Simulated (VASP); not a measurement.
# Fe (P6_3/mmc) in VASP: a series of runs

The runs below take Fe through single point, with r2SCAN.

Program: VASP 6.6.1. These are calculated values, not measurements. Logs are shortened: lines on timing, memory, paths and dates and some standing lists are left out, and cuts for length are marked.

**1. The cell of the first run**

The structure is hexagonal, space group P6_3/mmc (No. 194). Conventional cell: a = 2.543 Å, b = 2.543 Å, c = 4.346 Å, α = 90.00°, β = 90.00°, γ = 120.00°. Fe (site symmetry -6m2) has 12 Fe at 2.54 to 2.62 Å within 3.4 Å.

This isn't the form of Fe at room conditions, which is bcc.

**2. Single point, r2SCAN, collinear spin, antiferromagnetic start (12.17 Å³/atom)**

File POSCAR:

```
Fe
1.0
    2.5428538848      0.0000000000      0.0000000000
   -1.2714269424      2.2021760623      0.0000000000
    0.0000000000      0.0000000000      4.3461482652
Fe
2
Direct
    0.3333333333      0.6666666667      0.2500000000
    0.6666666667      0.3333333333      0.7500000000
```

File INCAR.step1:

```
ALGO = Normal ; EDIFF = 1E-4
ENCUT = 520 ; GGA = PE
ISMEAR = -1 ; ISPIN = 2
LASPH = T ; LCHARG = F
LMAXMIX = 4 ; LREAL = F
LWAVE = T ; MAGMOM = 2.658 -2.658
NBANDS = 19 ; NELM = 150
PREC = Accurate ; SIGMA = 0.05
```

File INCAR.step2:

```
ALGO = Normal ; EDIFF = 1E-6
ENCUT = 520 ; ISIF = 2
ISMEAR = -1 ; ISPIN = 2
ISTART = 1 ; LASPH = T
LCHARG = T ; LELF = T
LMAXMIX = 4 ; LMIXTAU = T
LORBIT = 11 ; LREAL = F
LVHAR = T ; LWAVE = F
MAGMOM = 2.658 -2.658 ; METAGGA = R2SCAN
NBANDS = 19 ; NELM = 150
PREC = Accurate ; SIGMA = 0.05
```

File KPOINTS:

```
k-points
0
Gamma
  16 16 8
```

Potentials or basis: VASP PAW PBE potentials, release 64 (Fe).

Launch:

```console
$ cat potpaw_PBE.64/Fe/POTCAR > POTCAR
$ cp INCAR.step1 INCAR
$ mpirun -np 1 vasp_std > vasp.out
$ cp INCAR.step2 INCAR
$ mpirun -np 1 vasp_std > vasp.out
```

OUTCAR:

```text
EDIFF = 1E-6
   ENCUT = 520
   ISIF = 2
   ISMEAR = -1
   ISPIN = 2
   ISTART = 1
   LASPH = T
   LORBIT = 11
   LREAL = F
   METAGGA = R2SCAN
   NELM = 150
   PREC = Accurate

 ion  position               nearest neighbor table
   1  0.333  0.667  0.250-   2 2.62   2 2.62   2 2.62   2 2.62   2 2.62   2 2.62
   2  0.667  0.333  0.750-   1 2.62   1 2.62   1 2.62   1 2.62   1 2.62   1 2.62

  LATTYP: Found a hexagonal cell.
 ALAT       =     2.5428538848
 C/A-ratio  =     1.7091616200

  Lattice vectors:

 A1 = (   2.5428538848,   0.0000000000,   0.0000000000)
 A2 = (  -1.2714269424,   2.2021760623,   0.0000000000)
 A3 = (   0.0000000000,   0.0000000000,   4.3461482652)

Analysis of symmetry for initial positions (statically):
=====================================================================
 Subroutine PRICEL returns:
 Original cell was already a primitive cell.

 Routine SETGRP: Setting up the symmetry group for a
 hexagonal supercell.

 Subroutine GETGRP returns: Found 24 space group operations
 (whereof 12 operations were pure point group operations)
 out of a pool of 24 trial point group operations.

The static configuration has the point symmetry D_3d.
 The point group associated with its full space group is D_6h.

Analysis of symmetry for dynamics (positions and initial velocities):
=====================================================================
 Subroutine PRICEL returns:
 Original cell was already a primitive cell.

 Routine SETGRP: Setting up the symmetry group for a
 hexagonal supercell.

 Subroutine GETGRP returns: Found 24 space group operations
 (whereof 12 operations were pure point group operations)
 out of a pool of 24 trial point group operations.

The dynamic configuration has the point symmetry D_3d.
 The point group associated with its full space group is D_6h.

Analysis of structural, dynamic, and magnetic symmetry:
=====================================================================
 Subroutine PRICEL returns:
 Original cell was already a primitive cell.

 Routine SETGRP: Setting up the symmetry group for a
 hexagonal supercell.

 Subroutine GETGRP returns: Found 24 space group operations
 (whereof 12 operations were pure point group operations)
 out of a pool of 24 trial point group operations.

The overall configuration has the point symmetry D_3d.
 The point group associated with its full space group is D_6h.

 Subroutine INISYM returns: Found 24 space group operations
 (whereof 12 operations are pure point group operations),
 and found     1 'primitive' translations

----------------------------------------------------------------------------------------

                                     Primitive cell

  volume of cell :      24.3376

  direct lattice vectors                    reciprocal lattice vectors
     2.542853885  0.000000000  0.000000000     0.393258931  0.227048150  0.000000000
    -1.271426942  2.202176062  0.000000000     0.000000000  0.454096299  0.000000000
     0.000000000  0.000000000  4.346148265     0.000000000  0.000000000  0.230088791

  length of vectors
     2.542853885  2.542853885  4.346148265     0.454096299  0.454096299  0.230088791

  position of ions in fractional coordinates (direct lattice)
     0.333333333  0.666666667  0.250000000
     0.666666667  0.333333333  0.750000000

  ion indices of the primitive-cell ions
   primitive index   ion index
                 1           1
                 2           2

----------------------------------------------------------------------------------------

 KPOINTS: k-points

Automatic generation of k-mesh.
 Grid dimensions read from file:
 generate k-points for:   16   16    8

 Generating k-lattice:

  Cartesian coordinates                     Fractional coordinates (reciprocal lattice)
     0.024578683  0.014190509  0.000000000     0.062500000  0.000000000  0.000000000
     0.000000000  0.028381019  0.000000000     0.000000000  0.062500000  0.000000000
     0.000000000  0.000000000  0.028761099     0.000000000  0.000000000  0.125000000

  Length of vectors
     0.028381019  0.028381019  0.028761099

  Shift w.r.t. Gamma in fractional coordinates (k-lattice)
     0.000000000  0.000000000  0.000000000

 Subroutine IBZKPT returns following result:
 ===========================================

 Found    150 irreducible k-points:

 Following reciprocal coordinates:
            Coordinates               Weight
  0.000000  0.000000  0.000000      1.000000
  0.062500  0.000000  0.000000      6.000000
  0.125000  0.000000  0.000000      6.000000
  0.187500  0.000000  0.000000      6.000000
  0.250000  0.000000  0.000000      6.000000
  0.312500  0.000000  0.000000      6.000000
[... 16 lines left out ...]
  0.187500  0.187500  0.000000      6.000000
  0.250000  0.187500  0.000000     12.000000
 [... further k-points ...]
   k-points           NKPTS =    150   k-points in BZ     NKDIM =    150   number of bands    NBANDS=     19
   number of dos      NEDOS =    301   number of ions     NIONS =      2
   total plane-waves  NPLWV =  12800
   dimension x,y,z NGX =    20 NGY =   20 NGZ =   32
   dimension x,y,z NGXF=    40 NGYF=   40 NGZF=   64
   ions per type =               2
   NGX,Y,Z   is equivalent  to a cutoff of  13.08, 13.08, 12.24 a.u.
   NGXF,Y,Z  is equivalent  to a cutoff of  26.15, 26.15, 24.48 a.u.
 SYSTEM =  unknown system
   PREC   = accura    normal or accurate (medium, high low for compatibility)
   ISTART =      1    job   : 0-new  1-cont  2-samecut
   ICHARG =      0    charge: 1-file 2-atom 10-const
   ISPIN  =      2    spin polarized calculation?
   LNONCOLLINEAR =      F non collinear calculations
   LSORBIT =      F    spin-orbit coupling
   LASPH  =      T    aspherical Exc in radial PAW
   ENCUT  =  520.0 eV  38.22 Ry    6.18 a.u.   4.73  4.73  8.08*2*pi/ulx,y,z
   NELM   =    150;   NELMIN=  2; NELMDL=  0     # of ELM steps
   EDIFF  = 0.1E-05   stopping-criterion for ELM
   LREAL  =      F    real-space projection
   EDIFFG = 0.1E-04   stopping-criterion for IOM
   NSW    =      0    number of steps for IOM
   IBRION =     -1    ionic relax: 0-MD 1-quasi-New 2-CG
   NFREE  =      0    steps in history (QN), initial steepest desc. (CG)
   ISIF   =      2    stress and relaxation
   ISYM   =      2    0-nonsym 1-usesym 2-fastsym
   POTIM  = 0.5000    time-step for ionic-motion
   TEBEG  =    0.0;   TEEND  =   0.0 temperature during run
   PSTRESS=    0.0 pullay stress
   NELECT =      16.0000    total number of electrons
   NUPDOWN=      -1.0000    fix difference up-down
   EMIN   =  10.00;   EMAX   =-10.00  energy-range for DOS
   EFERMI =   0.00;   METHOD = LEGACY
   ISMEAR =    -1;   SIGMA  =   0.05  broadening in eV -4-tet -1-fermi 0-gaus
   EFERMI_NEDOS =   21; number of points for ismear=-14 and -15
   IALGO  =     38    algorithm
   IMIX   =      4    mixing-type and parameters
     AMIX     =   0.40;   BMIX     =  1.00
     AMIX_MAG =   1.60;   BMIX_MAG =  1.00
  volume/ion in A,a.u.               =      12.17        82.12
  Fermi-wavevector in a.u.,A,eV,Ry     =   1.423494  2.690013 27.569946  2.026334
  Thomas-Fermi vector in A             =   2.544085
   LORBIT       =     11    0 simple, 1 ext, 2 COOP (PROOUT), +10 PAW based schemes
   METAGGA = R2SCAN    functional components
   LHFCALC =     F    Hartree Fock is set to
   AEXX    =    0.0000 exact exchange contribution
   IVDW    =     0    specifies the selected vdW correction
   LEPSILON=     F    determine dielectric tensor
   LRPA    =     F    only Hartree local field effects (RPA)
 spin polarized calculation
  energy-cutoff  :      520.00
  volume of cell :       24.34
 maximum number of plane-waves:       669
 NGX is ok and might be reduce to    20
   NGX =  9   NGY =  9   NGZ = 17

 number of electron      15.9999992 magnetization      -0.0000000

 number of electron      15.9999992 magnetization       0.0000000

 Free energy of the ion-electron system (eV)
  ---------------------------------------------------
  ext. energy  EPLUGINS =         0.00000000
  ---------------------------------------------------
  free energy    TOTEN  =       -27.91480130 eV

  energy without entropy =      -27.89400303  energy(sigma->0) =      -27.90440216

 E-fermi :   5.5704     XC(G=0): -13.8296

 val. band max:        5.5643110181   @ k =   0.3125   0.2500   0.1250
 cond. band min:       5.5714478100   @ k =   0.2500   0.1250   0.1250
 fundamental gap:      0.0071367919
 Fermi energy:         5.5703754844

 spin component 1

 k-point     1 :       0.0000    0.0000    0.0000
  band No.  band energies     occupation
      1      -3.4499      1.00000
      2       0.3131      1.00000
      3       2.4550      1.00000
      4       2.4550      1.00000
      5       3.2308      1.00000
      6       3.2308      1.00000
[... 11 lines left out ...]
     18      30.6817      0.00000
     19      31.6979      0.00000
[... 485 lines left out ...]
 k-point    24 :       0.2500    0.1875    0.0000
  band No.  band energies     occupation
      1       0.6236      1.00000
      2       1.2223      1.00000
      3       1.4377      1.00000
      4       1.9915      1.00000
      5       2.4745      1.00000
      6       4.2942      1.00000
[... 11 lines left out ...]
     18      23.9642      0.00000
     19      25.9206      0.00000

 [... further k-points ...]

 spin component 2

 k-point     1 :       0.0000    0.0000    0.0000
  band No.  band energies     occupation
      1      -3.4499      1.00000
      2       0.3131      1.00000
      3       2.4550      1.00000
      4       2.4550      1.00000
      5       3.2308      1.00000
      6       3.2308      1.00000
[... 11 lines left out ...]
     18      30.6817      0.00000
     19      31.6979      0.00000
[... 485 lines left out ...]
 k-point    24 :       0.2500    0.1875    0.0000
  band No.  band energies     occupation
      1       0.6236      1.00000
      2       1.2223      1.00000
      3       1.4377      1.00000
      4       1.9915      1.00000
      5       2.4745      1.00000
      6       4.2942      1.00000
[... 11 lines left out ...]
     18      23.9642      0.00000
     19      25.9206      0.00000

 [... further k-points ...]

------------------------ aborting loop because EDIFF is reached ----------------------------------------

  FORCE on cell =-STRESS in cart. coord.  units (eV):
  Direction    XX          YY          ZZ          XY          YZ          ZX
  --------------------------------------------------------------------------------------
  -------------------------------------------------------------------------------------
  Total       -0.9211689     -0.9211689     -0.4322766      0.0000000     -0.0000000      0.0000000
  in kB      -60.6417681    -60.6417681    -28.4573426      0.0000000     -0.0000000      0.0000000
  external PRESSURE =     -49.9136263 kB  Pullay stress =       0.0000000 kB

 VOLUME and BASIS-vectors are now :
 -----------------------------------------------------------------------------
  energy-cutoff  :      520.00
  volume of cell :       24.34
      direct lattice vectors                 reciprocal lattice vectors
     2.542853885  0.000000000  0.000000000     0.393258931  0.227048150  0.000000000
    -1.271426942  2.202176062  0.000000000     0.000000000  0.454096299  0.000000000
     0.000000000  0.000000000  4.346148265     0.000000000  0.000000000  0.230088791

 POSITION                                       TOTAL-FORCE (eV/Angst)
 -----------------------------------------------------------------------------------
     -0.00000      1.46812      1.08654        -0.000000     -0.000000      0.000000
      1.27143      0.73406      3.25961         0.000000      0.000000      0.000000
 -----------------------------------------------------------------------------------
    total drift:                               -0.000000      0.000000     -0.000000

  FREE ENERGIE OF THE ION-ELECTRON SYSTEM (eV)
  ---------------------------------------------------
  free  energy   TOTEN  =       -27.9148013022 eV

  energy  without entropy=      -27.8940030254  energy(sigma->0) =      -27.90440216

 total charge

# of ion       s       p       d       tot
------------------------------------------
    1        0.483   0.544   6.109   7.136
    2        0.483   0.544   6.109   7.136
--------------------------------------------------
tot          0.966   1.088  12.218  14.272

 magnetization (x)

# of ion       s       p       d       tot
------------------------------------------
    1        0.016   0.019   2.730   2.764
    2       -0.016  -0.019  -2.730  -2.764
--------------------------------------------------
tot          0.000   0.000   0.000   0.000
```

Run time: 15 min. Hardware: 1 thread of Intel Xeon 8259CL, shared host; peak memory 0.23 GiB.

Results:

| Property | Result |
| --- | --- |
| Free energy | -27.9148 eV |
| Pressure | -5.0 GPa |
| Band gap on the k mesh | zero (filled and empty bands overlap) |
| Net moment | 0.00 μB per cell |
| Site moments | Fe +2.76, -2.76 μB |
| Valence electrons inside the program's atomic spheres | Fe 7.14 |

Stress tensor (GPa, compression positive):
```
-6.06  0.00  0.00
 0.00 -6.06  0.00
 0.00  0.00 -2.85
```

Caveat: the cell stands under tension; the antiferromagnetic order is the one typed at the start, and another may lie lower; the PAW data sets were made with another functional, which shifts forces and pressure a little.

(Part 1 of 2 ends here.)
